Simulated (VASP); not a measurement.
# TiAl (P-6m2) in VASP: further runs

TiAl is run at these levels: r2SCAN; tasks: single point.

All numbers are computed with VASP 6.6.1; they aren't measurements. Logs are shortened: lines on timing, memory, paths and dates and some standing lists are left out, and cuts for length are marked.

### Step 1. The cell of the first run

The structure is hexagonal, space group P-6m2 (No. 187). The conventional cell has a = 2.940 Å, b = 2.940 Å, c = 4.634 Å, α = 90.00°, β = 90.00°, γ = 120.00°. Within 3.8 Å of Ti (site symmetry -6m2) lie 6 Al at 2.87 Å and 6 Ti at 2.94 Å. Al (site symmetry -6m2) has 6 Ti at 2.87 Å and 6 Al at 2.94 Å within 3.8 Å.

### Step 2. Single point, r2SCAN (strain +0.0250 x Voigt [1, 1, 0, 0, 0, 0])

POSCAR reads:

```
TiAl
1.0
    2.9403119806      0.0000000000      0.0000000000
   -1.4701559903      2.5463848703      0.0000000000
    0.0000000000      0.0000000000      4.6338675649
Ti Al
1 1
Direct
    0.0000000000      0.0000000000      0.0000000000
    0.3333333333      0.6666666667      0.5000000000
```

INCAR.step1 reads:

```
SYSTEM = TiAl
PREC = Accurate
ENCUT = 520
ISMEAR = 0
SIGMA = 0.15
LREAL = .False.
LASPH = .True.
NELM = 60
NBANDS = 14
GGA = PE
ALGO = Normal
EDIFF = 1E-4
LWAVE = .True.
LCHARG = .False.
```

INCAR.step2 reads:

```
SYSTEM = TiAl
PREC = Accurate
ENCUT = 520
EDIFF = 1E-6
ISMEAR = 0
SIGMA = 0.15
LREAL = .False.
LASPH = .True.
NELM = 60
ALGO = Normal
ISIF = 2
LWAVE = .False.
LCHARG = .False.
METAGGA = R2SCAN
LMIXTAU = .True.
NBANDS = 14
ISTART = 1
```

KPOINTS reads:

```
regular mesh
0
Gamma
  24 24 14
  0 0 0
```

Potentials or basis: VASP PAW PBE potentials, release 64 (Ti_sv, Al).

Command:

```sh
$ cat potpaw_PBE.64/Ti_sv/POTCAR potpaw_PBE.64/Al/POTCAR > POTCAR
$ cp INCAR.step1 INCAR
$ mpirun -np 1 vasp_std > vasp.out
$ cp INCAR.step2 INCAR
$ mpirun -np 1 vasp_std > vasp.out
```

OUTCAR:

```text
SYSTEM = TiAl
   PREC = Accurate
   ENCUT = 520
   EDIFF = 1E-6
   ISMEAR = 0
   LREAL = .False.
   LASPH = .True.
   NELM = 60
   ISIF = 2
   METAGGA = R2SCAN
   ISTART = 1

 ion  position               nearest neighbor table
   1  0.000  0.000  0.000-   2 2.87   2 2.87   2 2.87   2 2.87   2 2.87   2 2.87
   2  0.333  0.667  0.500-   1 2.87   1 2.87   1 2.87   1 2.87   1 2.87   1 2.87

  LATTYP: Found a hexagonal cell.
 ALAT       =     2.9403119806
 C/A-ratio  =     1.5759781940

  Lattice vectors:

 A1 = (   2.9403119806,   0.0000000000,   0.0000000000)
 A2 = (  -1.4701559903,   2.5463848703,   0.0000000000)
 A3 = (   0.0000000000,   0.0000000000,   4.6338675649)

Analysis of symmetry for initial positions (statically):
=====================================================================
 Subroutine PRICEL returns:
 Original cell was already a primitive cell.

 Routine SETGRP: Setting up the symmetry group for a
 hexagonal supercell.

 Subroutine GETGRP returns: Found 12 space group operations
 (whereof 12 operations were pure point group operations)
 out of a pool of 24 trial point group operations.

The static configuration has the point symmetry D_3h.

Analysis of symmetry for dynamics (positions and initial velocities):
=====================================================================
 Subroutine PRICEL returns:
 Original cell was already a primitive cell.

 Routine SETGRP: Setting up the symmetry group for a
 hexagonal supercell.

 Subroutine GETGRP returns: Found 12 space group operations
 (whereof 12 operations were pure point group operations)
 out of a pool of 24 trial point group operations.

The dynamic configuration has the point symmetry D_3h.

 Subroutine INISYM returns: Found 12 space group operations
 (whereof 12 operations are pure point group operations),
 and found     1 'primitive' translations

----------------------------------------------------------------------------------------

                                     Primitive cell

  volume of cell :      34.6945

  direct lattice vectors                    reciprocal lattice vectors
     2.940311981  0.000000000  0.000000000     0.340099964  0.196356806  0.000000000
    -1.470155990  2.546384870  0.000000000     0.000000000  0.392713612  0.000000000
     0.000000000  0.000000000  4.633867565     0.000000000  0.000000000  0.215802456

  length of vectors
     2.940311981  2.940311981  4.633867565     0.392713612  0.392713612  0.215802456

  position of ions in fractional coordinates (direct lattice)
[... 85 lines left out ...]
   ISIF   =      2    stress and relaxation
   ISYM   =      2    0-nonsym 1-usesym 2-fastsym
   POTIM  = 0.5000    time-step for ionic-motion
   TEBEG  =    0.0;   TEEND  =   0.0 temperature during run
   PSTRESS=    0.0 pullay stress
   NELECT =      15.0000    total number of electrons
   NUPDOWN=      -1.0000    fix difference up-down
   EMIN   =  10.00;   EMAX   =-10.00  energy-range for DOS
   EFERMI =   0.00;   METHOD = LEGACY
   ISMEAR =     0;   SIGMA  =   0.15  broadening in eV -4-tet -1-fermi 0-gaus
   EFERMI_NEDOS =   21; number of points for ismear=-14 and -15
   IALGO  =     38    algorithm
   IMIX   =      4    mixing-type and parameters
     AMIX     =   0.40;   BMIX     =  1.00
     AMIX_MAG =   1.60;   BMIX_MAG =  1.00
  volume/ion in A,a.u.               =      17.35       117.07
  Fermi-wavevector in a.u.,A,eV,Ry     =   1.237898  2.339288 20.849454  1.532392
  Thomas-Fermi vector in A             =   2.372446
   LORBIT       =      0    0 simple, 1 ext, 2 COOP (PROOUT), +10 PAW based schemes
   METAGGA = R2SCAN    functional components
   LHFCALC =     F    Hartree Fock is set to
   AEXX    =    0.0000 exact exchange contribution
   IVDW    =     0    specifies the selected vdW correction
   LEPSILON=     F    determine dielectric tensor
   LRPA    =     F    only Hartree local field effects (RPA)
 non-spin polarized calculation
 Gauss-broadening in eV      SIGMA  =   0.15
  energy-cutoff  :      520.00
  volume of cell :       34.69
 maximum number of plane-waves:       965
 NGX is ok and might be reduce to    24
   NGX = 11   NGY = 11   NGZ = 17

 number of electron      15.0000001 magnetization

 Free energy of the ion-electron system (eV)
  ---------------------------------------------------
  ext. energy  EPLUGINS =         0.00000000
  ---------------------------------------------------
  free energy    TOTEN  =       -20.21964306 eV

  energy without entropy =      -20.19119554  energy(sigma->0) =      -20.20541930

 E-fermi :   7.4038     XC(G=0): -11.5670

 val. band max:        7.4013809610   @ k =   0.4167   0.0417   0.4286
 cond. band min:       7.4053327855   @ k =   0.2500   0.0833   0.4286
 fundamental gap:      0.0039518245
 Fermi energy:         7.4038268087

 k-point     1 :       0.0000    0.0000    0.0000
  band No.  band energies     occupation
      1     -51.5817      2.00000
      2     -26.8515      2.00000
      3     -26.4858      2.00000
      4     -26.4857      2.00000
      5      -1.7791      2.00000
      6       5.1714      2.00000
      7       5.6301      2.00000
      8       8.7526      0.00000
      9       8.7526      0.00000
     10      10.2089      0.00000
     11      10.2089      0.00000
     12      11.7991      0.00000
     13      20.3696      0.00000
     14      20.3696      0.00000
[... 377 lines left out ...]
      1     -51.5075      2.00000
      2     -26.9555      2.00000
      3     -26.7754      2.00000
      4     -26.5996      2.00000
      5       3.3967      2.00000
      6       4.5358      2.00000
      7       6.0070      2.00000
      8       6.5523      2.00000
      9       9.4795      0.00000
     10      11.1203      0.00000
     11      11.5282      0.00000
     12      11.8424      0.00000
     13      13.0518      0.00000
     14      14.7940      0.00000

 [... further k-points ...]
[... 5 lines left out ...]
  --------------------------------------------------------------------------------------
  -------------------------------------------------------------------------------------
  Total       -1.1803930     -1.1803930     -0.7227470      0.0000000     -0.0000000      0.0000000
  in kB      -54.5099936    -54.5099936    -33.3761180      0.0000000     -0.0000000      0.0000000
  external PRESSURE =     -47.4653684 kB  Pullay stress =       0.0000000 kB

 VOLUME and BASIS-vectors are now :
 -----------------------------------------------------------------------------
  energy-cutoff  :      520.00
  volume of cell :       34.69
      direct lattice vectors                 reciprocal lattice vectors
     2.940311981  0.000000000  0.000000000     0.340099964  0.196356806  0.000000000
    -1.470155990  2.546384870  0.000000000     0.000000000  0.392713612  0.000000000
     0.000000000  0.000000000  4.633867565     0.000000000  0.000000000  0.215802456

 POSITION                                       TOTAL-FORCE (eV/Angst)
 -----------------------------------------------------------------------------------
      0.00000      0.00000      0.00000         0.000000      0.000000      0.000000
     -0.00000      1.69759      2.31693         0.000000      0.000000      0.000000
 -----------------------------------------------------------------------------------
    total drift:                               -0.000003      0.000002      0.000000

  FREE ENERGIE OF THE ION-ELECTRON SYSTEM (eV)
  ---------------------------------------------------
  free  energy   TOTEN  =       -20.2196430561 eV

  energy  without entropy=      -20.1911955439  energy(sigma->0) =      -20.20541930
```

OUTCAR.step1:

```text
SYSTEM = TiAl
   PREC = Accurate
   ENCUT = 520
   ISMEAR = 0
   LREAL = .False.
   LASPH = .True.
[... 631 lines left out ...]
      0.00000      0.00000      0.00000         0.000000     -0.000000      0.000000
     -0.00000      1.69759      2.31693        -0.000000      0.000000      0.000000
 -----------------------------------------------------------------------------------
    total drift:                                0.000000     -0.000000      0.000000

  FREE ENERGIE OF THE ION-ELECTRON SYSTEM (eV)
  ---------------------------------------------------
  free  energy   TOTEN  =       -12.0798662576 eV

  energy  without entropy=      -12.0478160853  energy(sigma->0) =      -12.06384117
```

It took 7.1 min on 1 thread of Intel Xeon 6975P-C (Granite Rapids), shared host; peak memory 0.36 GiB.

What came out:

| Property | Result |
| --- | --- |
| Free energy | -20.2196 eV |
| Pressure | -4.7 GPa |

Stress tensor (GPa, compression positive):
```
-5.45  0.00  0.00
 0.00 -5.45  0.00
 0.00  0.00 -3.34
```

Caveat: the cell differs from its parent crystal (strain +0.0250 x Voigt [1, 1, 0, 0, 0, 0]); the PAW data sets were made with another functional, which shifts forces and pressure a little.

### Step 3. Single point, r2SCAN (strain +0.0750 x Voigt [1, 1, 0, 0, 0, 0])

POSCAR reads:

```
TiAl
1.0
    3.0837418333      0.0000000000      0.0000000000
   -1.5418709166      2.6705987664      0.0000000000
    0.0000000000      0.0000000000      4.6338675649
Ti Al
1 1
Direct
    0.0000000000      0.0000000000      0.0000000000
    0.3333333333      0.6666666667      0.5000000000
```

INCAR.step1 reads:

```
PREC = Accurate ; ENCUT = 520
ISMEAR = 0 ; SIGMA = 0.15
LREAL = F ; LASPH = T
NELM = 100 ; NBANDS = 14
GGA = PE ; ALGO = Normal
EDIFF = 1E-4 ; LWAVE = T
LCHARG = F
```

INCAR.step2 reads:

```
PREC = Accurate ; ENCUT = 520
EDIFF = 1E-6 ; ISMEAR = 0
SIGMA = 0.15 ; LREAL = F
LASPH = T ; NELM = 100
ALGO = Normal ; ISIF = 2
LWAVE = F ; LCHARG = F
METAGGA = R2SCAN ; LMIXTAU = T
NBANDS = 14 ; ISTART = 1
```

KPOINTS reads:

```
regular mesh
0
Gamma
  24 24 14
```

Potentials or basis: VASP PAW PBE potentials, release 64 (Ti_sv, Al).

Command:

```sh
$ cat potpaw_PBE.64/Ti_sv/POTCAR potpaw_PBE.64/Al/POTCAR > POTCAR
$ cp INCAR.step1 INCAR
$ mpirun -np 1 vasp_std > vasp.out
$ cp INCAR.step2 INCAR
$ mpirun -np 1 vasp_std > vasp.out
```

Run time: 6.1 min. Hardware: 1 thread of Intel Xeon 6975P-C (Granite Rapids), shared host; peak memory 0.38 GiB.

It converged, with:

- Free energy: -20.0098 eV
- Pressure: -11.7 GPa

Stress tensor (GPa, compression positive):
```
-13.30   0.00   0.00
  0.00 -13.30   0.00
  0.00   0.00  -8.45
```

Levels at points of the mesh, in eV from the Fermi level:
| k point | band 4 | band 5 | band 6 | band 7 | band 8 | band 9 | band 10 | band 11 | band 12 | band 13 |
| --- | --- | --- | --- | --- | --- | --- | --- | --- | --- | --- |
| (0.00, 0.00, 0.00) | -34.26 | -8.67 | -1.92 | -1.35 | 1.16 | 1.16 | 2.34 | 2.34 | 4.36 | 11.51 |
| (0.50, 0.00, 0.00) | -34.33 | -3.76 | -3.13 | -1.20 | -0.69 | 1.81 | 3.25 | 3.68 | 4.30 | 5.31 |
| (0.00, 0.00, 0.50) | -34.26 | -7.65 | -5.16 | 0.05 | 1.19 | 1.19 | 2.22 | 2.22 | 7.94 | 11.32 |
| (0.50, 0.00, 0.50) | -34.33 | -3.61 | -2.35 | -1.68 | 0.08 | 1.04 | 1.52 | 3.22 | 3.26 | 5.58 |

Caveat: the cell differs from its parent crystal (strain +0.0750 x Voigt [1, 1, 0, 0, 0, 0]); the PAW data sets were made with another functional, which shifts forces and pressure a little.

(Part 1 of 2 ends here.)
